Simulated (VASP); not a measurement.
Wanted: the native input for a VASP 6.6.1 run.

```yaml
Task: single point
Functional: LDA
Potentials_or_basis: VASP PAW LDA potentials, release 64 (N, B)
Cutoff: 520 eV
k_mesh: 13 × 13 × 13
Occupations: fermi-dirac, width 0.05 eV
Spin: no spin polarisation
Dipole_correction: no
Further_INCAR_settings: ALGO = Normal; EDIFF = 1e-07; NBANDS = 11
```

The structure of BN lies in POSCAR:

```
BN
1.0
    0.0000000000      3.4953158300      2.1660912400
    1.2516321000      0.0000000000      2.1660912400
    1.2516321000      3.4953158300      0.0000000000
N B
1 1
Direct
    0.6666513400      0.6666513400      0.3333486600
    0.0000486500      0.0000486500      0.9999513500
```

The input as run:

INCAR

```
PREC = Accurate
ENCUT = 520
EDIFF = 1E-7
ISMEAR = -1
SIGMA = 0.05
LREAL = False
LASPH = True
NELM = 100
ALGO = Normal
ISIF = 2
LWAVE = False
LCHARG = False
NBANDS = 11
```

KPOINTS

```
Automatic mesh
0
Gamma
  13 13 13
```

Potentials or basis: VASP PAW LDA potentials, release 64 (N, B).

Command:

```console
$ cat potpaw_LDA.64/N/POTCAR potpaw_LDA.64/B/POTCAR > POTCAR
$ mpirun -np 1 vasp_std > vasp.out
```

Results of the run:

```
Pressure               : -3.8 GPa
Largest force          : 0.011 eV/Å
Band gap on the k mesh : 3.69 eV, indirect (least direct gap 4.51 eV)
```

Run time: 62 s on 1 thread of AMD EPYC 7R13 Processor (Zen 3), with other jobs on the host, peak memory 0.15 GiB.
